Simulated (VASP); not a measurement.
Sb, 1 atom in the cell. The structure is cubic, space group Pm-3m (No. 221). Conventional cell: a = 3.051 Å, b = 3.051 Å, c = 3.051 Å, α = 90.00°, β = 90.00°, γ = 90.00°. Within 4.0 Å of Sb (site symmetry m-3m) lie 6 Sb at 3.05 Å. 

- Program: VASP 6.6.1
- Task: single point
- Functional: PBE
- Potentials or basis: VASP PAW PBE potentials, release 64 (Sb)
- Cutoff: 520 eV
- k mesh: 10 × 10 × 10
- Occupations: gaussian, width 0.05 eV
- Spin: no spin polarisation
- Dipole correction: no
- Further INCAR settings: ALGO = Normal; EDIFF = 1e-07; NBANDS = 8

Potentials or basis: VASP PAW PBE potentials, release 64 (Sb).

Run with:

```sh
$ cat potpaw_PBE.64/Sb/POTCAR > POTCAR
$ mpirun -np 1 vasp_std > vasp.out
```

Hardware: 1 thread of Intel Xeon 8259CL, on a shared host.

Question: How long does it take, and how much memory?

Answer: Wall time 14 s on 1 thread of Intel Xeon 8259CL, with other jobs on the host, peak memory 0.14 GiB. Counts: scf iterations 11, k points 56.
